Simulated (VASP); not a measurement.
# CuPt6 (Pm-3m) in VASP: further runs

The runs below take CuPt6 through single point, relaxation of cell and atoms, with PBE.

Everything below comes from runs of VASP 6.6.1. Logs are shortened: lines on timing, memory, paths and dates and some standing lists are left out, and cuts for length are marked.

## Step 1: The cell of the first run

It takes space group Pm-3m (No. 221, cubic). The conventional cell has a = 6.987 Å, b = 6.987 Å, c = 6.987 Å, α = 90.00°, β = 90.00°, γ = 90.00°. Cu (site symmetry m-3m) has 6 Pt at 2.28 Å within 3.0 Å. Within 3.0 Å of Pt (site symmetry 4mm) lie 1 Cu at 2.28 Å and 1 Pt at 2.42 Å.

## Step 2: Single point, PBE

INCAR reads:

```
SYSTEM = CuPt6
  PREC = Accurate
  ENCUT = 520
  EDIFF = 1E-6
  ISMEAR = 0
  SIGMA = 0.1
  LREAL = .FALSE.
  LASPH = .TRUE.
  NELM = 100
  ALGO = Fast
  ISIF = 2
  LWAVE = .FALSE.
  LCHARG = .FALSE.
  GGA = PE
  NBANDS = 44
```

KPOINTS reads:

```
Automatic mesh
0
G
  4 4 4
  0 0 0
```

POSCAR reads:

```
CuPt6
1.0
    6.9866158697      0.0000000000      0.0000000000
    0.0000000000      6.9866158697      0.0000000000
    0.0000000000      0.0000000000      6.9866158697
Cu Pt
1 6
Direct
    0.5000000000      0.5000000000      0.5000000000
    0.1733733942      0.5000000000      0.5000000000
    0.8266266058      0.5000000000      0.5000000000
    0.5000000000      0.1733733942      0.5000000000
    0.5000000000      0.8266266058      0.5000000000
    0.5000000000      0.5000000000      0.1733733942
    0.5000000000      0.5000000000      0.8266266058
```

Potentials or basis: VASP PAW PBE potentials, release 64 (Cu, Pt).

Run with:

```sh
cat potpaw_PBE.64/Cu/POTCAR potpaw_PBE.64/Pt/POTCAR > POTCAR
mpirun -np 1 vasp_std > vasp.out
```

OUTCAR:

```text
SYSTEM = CuPt6
   PREC = Accurate
   ENCUT = 520
   EDIFF = 1E-6
   ISMEAR = 0
   LREAL = .FALSE.
   LASPH = .TRUE.
   NELM = 100
   ISIF = 2
   GGA = PE

 ion  position               nearest neighbor table
   1  0.500  0.500  0.500-   2 2.28   3 2.28   4 2.28   5 2.28   6 2.28   7 2.28
   2  0.173  0.500  0.500-   1 2.28   3 2.42   4 3.23   5 3.23   6 3.23   7 3.23
   3  0.827  0.500  0.500-   1 2.28   2 2.42   4 3.23   5 3.23   6 3.23   7 3.23
   4  0.500  0.173  0.500-   1 2.28   5 2.42   3 3.23   2 3.23   6 3.23   7 3.23
   5  0.500  0.827  0.500-   1 2.28   4 2.42   3 3.23   2 3.23   6 3.23   7 3.23
   6  0.500  0.500  0.173-   1 2.28   7 2.42   3 3.23   4 3.23   5 3.23   2 3.23
   7  0.500  0.500  0.827-   1 2.28   6 2.42   3 3.23   4 3.23   5 3.23   2 3.23

  LATTYP: Found a simple cubic cell.
 ALAT       =     6.9866158697

  Lattice vectors:

 A1 = (   6.9866158697,   0.0000000000,   0.0000000000)
 A2 = (   0.0000000000,   6.9866158697,   0.0000000000)
 A3 = (   0.0000000000,   0.0000000000,   6.9866158697)

Analysis of symmetry for initial positions (statically):
=====================================================================
 Subroutine PRICEL returns:
 Original cell was already a primitive cell.

 Routine SETGRP: Setting up the symmetry group for a
 simple cubic supercell.

 Subroutine GETGRP returns: Found 48 space group operations
 (whereof 48 operations were pure point group operations)
 out of a pool of 48 trial point group operations.

The static configuration has the point symmetry O_h .

Analysis of symmetry for dynamics (positions and initial velocities):
=====================================================================
 Subroutine PRICEL returns:
 Original cell was already a primitive cell.

 Routine SETGRP: Setting up the symmetry group for a
 simple cubic supercell.

 Subroutine GETGRP returns: Found 48 space group operations
 (whereof 48 operations were pure point group operations)
 out of a pool of 48 trial point group operations.

The dynamic configuration has the point symmetry O_h .

 Subroutine INISYM returns: Found 48 space group operations
 (whereof 48 operations are pure point group operations),
 and found     1 'primitive' translations

----------------------------------------------------------------------------------------

                                     Primitive cell

  volume of cell :     341.0363

  direct lattice vectors                    reciprocal lattice vectors
     6.986615870  0.000000000  0.000000000     0.143130812  0.000000000  0.000000000
     0.000000000  6.986615870  0.000000000     0.000000000  0.143130812  0.000000000
     0.000000000  0.000000000  6.986615870     0.000000000  0.000000000  0.143130812

  length of vectors
     6.986615870  6.986615870  6.986615870     0.143130812  0.143130812  0.143130812

  position of ions in fractional coordinates (direct lattice)
     0.500000000  0.500000000  0.500000000
     0.173373394  0.500000000  0.500000000
     0.826626606  0.500000000  0.500000000
     0.500000000  0.173373394  0.500000000
     0.500000000  0.826626606  0.500000000
     0.500000000  0.500000000  0.173373394
     0.500000000  0.500000000  0.826626606

  ion indices of the primitive-cell ions
   primitive index   ion index
                 1           1
                 2           2
                 3           3
                 4           4
                 5           5
                 6           6
                 7           7

----------------------------------------------------------------------------------------

 KPOINTS: Automatic mesh

Automatic generation of k-mesh.
 Grid dimensions read from file:
 generate k-points for:    4    4    4

 Generating k-lattice:

  Cartesian coordinates                     Fractional coordinates (reciprocal lattice)
     0.035782703  0.000000000  0.000000000     0.250000000  0.000000000  0.000000000
     0.000000000  0.035782703  0.000000000     0.000000000  0.250000000  0.000000000
     0.000000000  0.000000000  0.035782703     0.000000000  0.000000000  0.250000000

  Length of vectors
     0.035782703  0.035782703  0.035782703

  Shift w.r.t. Gamma in fractional coordinates (k-lattice)
     0.000000000  0.000000000  0.000000000

 Subroutine IBZKPT returns following result:
 ===========================================

 Found     10 irreducible k-points:

 Following reciprocal coordinates:
            Coordinates               Weight
  0.000000  0.000000  0.000000      1.000000
  0.250000  0.000000  0.000000      6.000000
  0.500000  0.000000  0.000000      3.000000
  0.250000  0.250000  0.000000     12.000000
  0.500000  0.250000  0.000000     12.000000
  0.500000  0.500000  0.000000      3.000000
  0.250000  0.250000  0.250000      8.000000
  0.500000  0.250000  0.250000     12.000000
  0.500000  0.500000  0.250000      6.000000
  0.500000  0.500000  0.500000      1.000000
   k-points           NKPTS =     10   k-points in BZ     NKDIM =     10   number of bands    NBANDS=     44
   number of dos      NEDOS =    301   number of ions     NIONS =      7
   total plane-waves  NPLWV = 157464
   dimension x,y,z NGX =    54 NGY =   54 NGZ =   54
   dimension x,y,z NGXF=   108 NGYF=  108 NGZF=  108
   ions per type =               1   6
   NGX,Y,Z   is equivalent  to a cutoff of  12.85, 12.85, 12.85 a.u.
   NGXF,Y,Z  is equivalent  to a cutoff of  25.70, 25.70, 25.70 a.u.
 SYSTEM =  CuPt6
   PREC   = accura    normal or accurate (medium, high low for compatibility)
   ISTART =      0    job   : 0-new  1-cont  2-samecut
   ICHARG =      2    charge: 1-file 2-atom 10-const
   ISPIN  =      1    spin polarized calculation?
   LNONCOLLINEAR =      F non collinear calculations
   LSORBIT =      F    spin-orbit coupling
   LASPH  =      T    aspherical Exc in radial PAW
   ENCUT  =  520.0 eV  38.22 Ry    6.18 a.u.  12.99 12.99 12.99*2*pi/ulx,y,z
   NELM   =    100;   NELMIN=  2; NELMDL= -5     # of ELM steps
   EDIFF  = 0.1E-05   stopping-criterion for ELM
   LREAL  =      F    real-space projection
   EDIFFG = 0.1E-04   stopping-criterion for IOM
   NSW    =      0    number of steps for IOM
   IBRION =     -1    ionic relax: 0-MD 1-quasi-New 2-CG
   NFREE  =      0    steps in history (QN), initial steepest desc. (CG)
   ISIF   =      2    stress and relaxation
   ISYM   =      2    0-nonsym 1-usesym 2-fastsym
   POTIM  = 0.5000    time-step for ionic-motion
   TEBEG  =    0.0;   TEEND  =   0.0 temperature during run
   PSTRESS=    0.0 pullay stress
   NELECT =      71.0000    total number of electrons
   NUPDOWN=      -1.0000    fix difference up-down
   EMIN   =  10.00;   EMAX   =-10.00  energy-range for DOS
   EFERMI =   0.00;   METHOD = LEGACY
   ISMEAR =     0;   SIGMA  =   0.10  broadening in eV -4-tet -1-fermi 0-gaus
   EFERMI_NEDOS =   21; number of points for ismear=-14 and -15
   IALGO  =     68    algorithm
   IMIX   =      4    mixing-type and parameters
     AMIX     =   0.40;   BMIX     =  1.00
     AMIX_MAG =   1.60;   BMIX_MAG =  1.00
  volume/ion in A,a.u.               =      48.72       328.78
  Fermi-wavevector in a.u.,A,eV,Ry     =   0.970273  1.833551 12.808937  0.941430
  Thomas-Fermi vector in A             =   2.100395
   LORBIT       =      0    0 simple, 1 ext, 2 COOP (PROOUT), +10 PAW based schemes
   GGA     = PE    functional components
   LHFCALC =     F    Hartree Fock is set to
   AEXX    =    0.0000 exact exchange contribution
   IVDW    =     0    specifies the selected vdW correction
   LEPSILON=     F    determine dielectric tensor
   LRPA    =     F    only Hartree local field effects (RPA)
 non-spin polarized calculation
 RMM-DIIS sequential band-by-band and
 Gauss-broadening in eV      SIGMA  =   0.10
  energy-cutoff  :      520.00
  volume of cell :      341.04
 maximum number of plane-waves:      9328
 NGX is ok and might be reduce to    54
   NGX = 25   NGY = 25   NGZ = 25

 number of electron      70.9999978 magnetization

 Free energy of the ion-electron system (eV)
  ---------------------------------------------------
  ext. energy  EPLUGINS =         0.00000000
  ---------------------------------------------------
  free energy    TOTEN  =       -25.24063820 eV

  energy without entropy =      -25.13402013  energy(sigma->0) =      -25.18732917

 E-fermi :  -1.2746     XC(G=0):  -6.2174

 val. band max:       -1.2813247093   @ k =   0.5000   0.5000   0.2500
 cond. band min:      -1.2667561771   @ k =   0.2500   0.2500   0.2500
 fundamental gap:      0.0145685322
 Fermi energy:        -1.2746463825

 k-point     1 :       0.0000    0.0000    0.0000
  band No.  band energies     occupation
      1      -8.2455      2.00000
      2      -6.7434      2.00000
      3      -6.7434      2.00000
      4      -5.3746      2.00000
      5      -5.3746      2.00000
      6      -5.3746      2.00000
[... 36 lines left out ...]
     43       5.0328      0.00000
     44       5.0367      0.00000

 k-point     2 :       0.2500    0.0000    0.0000
  band No.  band energies     occupation
      1      -8.1055      2.00000
      2      -6.7430      2.00000
      3      -6.5972      2.00000
      4      -5.5305      2.00000
      5      -5.5305      2.00000
      6      -5.3727      2.00000
[... 36 lines left out ...]
     43       3.7311      0.00000
     44       3.7311      0.00000

 k-point     3 :       0.5000    0.0000    0.0000
  band No.  band energies     occupation
      1      -7.9580      2.00000
      2      -6.7426      2.00000
      3      -6.2052      2.00000
      4      -5.6582      2.00000
      5      -5.6331      2.00000
      6      -5.6331      2.00000
[... 318 lines left out ...]
     43       2.2139      0.00000
     44       3.5620      0.00000

 k-point    10 :       0.5000    0.5000    0.5000
  band No.  band energies     occupation
      1      -6.5886      2.00000
      2      -6.1061      2.00000
      3      -6.1061      2.00000
      4      -6.1061      2.00000
      5      -5.8321      2.00000
      6      -5.8321      2.00000
[... 36 lines left out ...]
     43       3.7749      0.00000
     44       3.7749      0.00000

------------------------ aborting loop because EDIFF is reached ----------------------------------------

  FORCE on cell =-STRESS in cart. coord.  units (eV):
  Direction    XX          YY          ZZ          XY          YZ          ZX
  --------------------------------------------------------------------------------------
  -------------------------------------------------------------------------------------
  Total        0.0348402      0.0348402      0.0348402      0.0000000     -0.0000000      0.0000000
  in kB        0.1636779      0.1636779      0.1636779      0.0000000     -0.0000000      0.0000000
  external PRESSURE =       0.1636779 kB  Pullay stress =       0.0000000 kB

 VOLUME and BASIS-vectors are now :
 -----------------------------------------------------------------------------
  energy-cutoff  :      520.00
  volume of cell :      341.04
      direct lattice vectors                 reciprocal lattice vectors
     6.986615870  0.000000000  0.000000000     0.143130812  0.000000000  0.000000000
     0.000000000  6.986615870  0.000000000     0.000000000  0.143130812  0.000000000
     0.000000000  0.000000000  6.986615870     0.000000000  0.000000000  0.143130812

 POSITION                                       TOTAL-FORCE (eV/Angst)
 -----------------------------------------------------------------------------------
      3.49331      3.49331      3.49331         0.000000      0.000000      0.000000
      1.21129      3.49331      3.49331        -0.017495      0.000000      0.000000
      5.77532      3.49331      3.49331         0.017495     -0.000000     -0.000000
      3.49331      1.21129      3.49331        -0.000000     -0.017495      0.000000
      3.49331      5.77532      3.49331         0.000000      0.017495     -0.000000
      3.49331      3.49331      1.21129        -0.000000     -0.000000     -0.017495
      3.49331      3.49331      5.77532         0.000000      0.000000      0.017495
 -----------------------------------------------------------------------------------
    total drift:                                0.000000      0.000000      0.000000

  FREE ENERGIE OF THE ION-ELECTRON SYSTEM (eV)
  ---------------------------------------------------
  free  energy   TOTEN  =       -25.2406382028 eV

  energy  without entropy=      -25.1340201320  energy(sigma->0) =      -25.18732917
```

Run time: 3.6 min. Hardware: 1 thread of Intel Xeon Platinum 8559C (Emerald Rapids), shared host; peak memory 0.46 GiB.

Results:

```
Free energy   : -25.2406 eV
Pressure      : 0.0 GPa
Largest force : 0.017 eV/Å
```

Forces in eV/Å, atoms in the order of the input:
```
Cu   0.000  0.000  0.000
Pt  -0.017  0.000  0.000
Pt   0.017  0.000  0.000
Pt   0.000 -0.017  0.000
Pt   0.000  0.017  0.000
Pt   0.000  0.000 -0.017
Pt   0.000  0.000  0.017
```

Levels at points of the mesh, in eV from the Fermi level:
```tsv
k point	band 33	band 34	band 35	band 36	band 37	band 38	band 39	band 40
(0.00, 0.00, 0.00)	-0.37	0.19	0.19	0.21	0.21	0.21	0.29	0.29
(0.50, 0.00, 0.00)	-0.32	-0.19	-0.10	-0.10	0.26	0.29	0.83	1.37
(0.50, 0.50, 0.00)	-0.15	-0.15	-0.08	-0.08	0.03	0.56	0.59	2.01
(0.50, 0.50, 0.50)	-0.17	-0.10	-0.09	-0.09	-0.09	0.58	0.58	3.11
```

Caveat: spin-orbit coupling is left out, which moves the levels of the heavy elements.

## Step 3: Single point, PBE

INCAR reads:

```
PREC     = Accurate       # precision mode
ENCUT    = 520            # plane-wave cutoff, eV
EDIFF    = 1E-6           # SCF threshold, eV
ISMEAR   = 0              # smearing method
SIGMA    = 0.1            # smearing width, eV
LREAL    = False          # projectors in reciprocal space
LASPH    = True           # aspherical terms in the spheres
NELM     = 100            # most SCF steps
ALGO     = Normal         # electronic algorithm
ISIF     = 2              # what is computed and relaxed
LWAVE    = False          # write WAVECAR
LCHARG   = False          # write CHGCAR
GGA      = PE             # functional
NBANDS   = 44             # bands
```

KPOINTS reads:

```
regular mesh
0
Gamma
  6 6 6
```

POSCAR reads:

```
CuPt6
1.0
    6.9906127591      0.0000000000      0.0000000000
    0.0000000000      6.9906127591      0.0000000000
    0.0000000000      0.0000000000      6.9906127591
Cu Pt
1 6
Direct
    0.5000000000      0.5000000000      0.5000000000
    0.1733154169      0.5000000000      0.5000000000
    0.8266845831      0.5000000000      0.5000000000
    0.5000000000      0.1733154169      0.5000000000
    0.5000000000      0.8266845831      0.5000000000
    0.5000000000      0.5000000000      0.1733154169
    0.5000000000      0.5000000000      0.8266845831
```

Potentials or basis: VASP PAW PBE potentials, release 64 (Cu, Pt).

Run with:

```sh
cat potpaw_PBE.64/Cu/POTCAR potpaw_PBE.64/Pt/POTCAR > POTCAR
mpirun -np 1 vasp_std > vasp.out
```

It took 9.7 min on 1 thread of Intel Xeon Platinum 8259CL at 2.50GHz (Skylake/Cascade Lake), shared host; peak memory 0.54 GiB.

Results (log left out):

| Item | Value |
| --- | --- |
| Free energy | -25.2331 eV |
| Pressure | 0.0 GPa |
| Largest force | 0.027 eV/Å |

Forces in eV/Å, atoms in the order of the input:
```
Cu   0.000  0.000  0.000
Pt  -0.027  0.000  0.000
Pt   0.027  0.000  0.000
Pt   0.000 -0.027  0.000
Pt   0.000  0.027  0.000
Pt   0.000  0.000 -0.027
Pt   0.000  0.000  0.027
```

Levels at points of the mesh, in eV from the Fermi level:
| k point | band 33 | band 34 | band 35 | band 36 | band 37 | band 38 | band 39 | band 40 |
| --- | --- | --- | --- | --- | --- | --- | --- | --- |
| (0.00, 0.00, 0.00) | -0.36 | 0.20 | 0.20 | 0.22 | 0.22 | 0.22 | 0.30 | 0.30 |
| (0.50, 0.00, 0.00) | -0.31 | -0.17 | -0.09 | -0.09 | 0.27 | 0.30 | 0.83 | 1.37 |
| (0.50, 0.50, 0.00) | -0.14 | -0.14 | -0.07 | -0.07 | 0.04 | 0.57 | 0.60 | 2.02 |
| (0.50, 0.50, 0.50) | -0.16 | -0.09 | -0.08 | -0.08 | -0.08 | 0.59 | 0.59 | 3.13 |

Caveat: spin-orbit coupling is left out, which moves the levels of the heavy elements.

(Part 1 of 3 ends here.)
